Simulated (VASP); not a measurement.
Write the native input for VASP 6.6.1 that does the following.

- Task: single point
- Functional: RPBE
- Potentials or basis: VASP PAW PBE potentials, release 64 (Zn)
- Cutoff: 520 eV
- k mesh: 15 × 15 × 15
- Occupations: fermi-dirac, width 0.1 eV
- Spin: no spin polarisation
- Dipole correction: no
- Further INCAR settings: ALGO = Normal; EDIFF = 1e-07; NBANDS = 12

The structure of Zn lies in POSCAR:

```
Zn
1.0
    0.0000000000      2.0472195427      2.0472195427
    2.0472195427      0.0000000000      2.0472195427
    2.0472195427      2.0472195427      0.0000000000
Zn
1
Direct
    0.0000000000      0.0000000000      0.0000000000
```

This cell differs from its parent crystal: volume scaled by 1.08.

One way to write it, as run:

INCAR

```
PREC     = Accurate       # precision mode
ENCUT    = 520            # plane-wave cutoff, eV
EDIFF    = 1E-7           # SCF threshold, eV
ISMEAR   = -1             # smearing method
SIGMA    = 0.1            # smearing width, eV
LREAL    = F              # projectors in reciprocal space
LASPH    = T              # aspherical terms in the spheres
NELM     = 100            # most SCF steps
ALGO     = Normal         # electronic algorithm
ISIF     = 2              # what is computed and relaxed
LWAVE    = F              # write WAVECAR
LCHARG   = F              # write CHGCAR
GGA      = RP             # functional
NBANDS   = 12             # bands
```

KPOINTS

```
regular mesh
0
Gamma
  15 15 15
```

Potentials or basis: VASP PAW PBE potentials, release 64 (Zn).

The run is started by

```console
$ cat potpaw_PBE.64/Zn/POTCAR > POTCAR
$ mpirun -np 1 vasp_std > vasp.out
```

It gave:

| Property | Result |
| --- | --- |
| Pressure | -3.5 GPa |
| Band gap on the k mesh | zero (band 6 reaches 4.04 eV, above the bottom of band 7 at 1.07 eV) |

Caveat: the PAW data sets were made with another functional, which shifts forces and pressure a little.

It took 31 s on 1 thread of Intel Xeon 8259CL, with other jobs on the host, peak memory 0.15 GiB.
